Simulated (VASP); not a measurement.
YbSn3, 4 atoms in the cell. It takes space group Pm-3m (No. 221, cubic). Conventional cell: a = 4.861 Å, b = 4.861 Å, c = 4.861 Å, α = 90.00°, β = 90.00°, γ = 90.00°. Within 4.5 Å of Yb (site symmetry m-3m) lie 12 Sn at 3.44 Å. Sn (site symmetry 4/mmm) has 4 Yb at 3.44 Å and 8 Sn at 3.44 Å within 4.5 Å. 

| Item | Value |
| --- | --- |
| Program | VASP 6.6.1 |
| Task | single point |
| Functional | PBEsol |
| Potentials or basis | VASP PAW PBE potentials, release 64 (Yb, Sn_d) |
| Cutoff | 520 eV |
| k mesh | 6 × 6 × 6 |
| Occupations | methfessel-paxton, width 0.05 eV |
| Spin | no spin polarisation |
| Dipole correction | no |
| Further INCAR settings | ALGO = Normal; EDIFF = 1e-06; NBANDS = 41 |

Potentials or basis: VASP PAW PBE potentials, release 64 (Yb, Sn_d).

Run with:

```console
$ cat potpaw_PBE.64/Yb/POTCAR potpaw_PBE.64/Sn_d/POTCAR > POTCAR
$ mpirun -np 1 vasp_std > vasp.out
```

Hardware: 1 thread of Intel(R) Xeon(R) Platinum 8488C (Sapphire Rapids), on a shared host.

Q: How long does it take, and how much memory?

A: It took 2.8 min on 1 thread of Intel(R) Xeon(R) Platinum 8488C (Sapphire Rapids) (shared host), peak memory 0.25 GiB. Counts: scf iterations 27, k points 20.
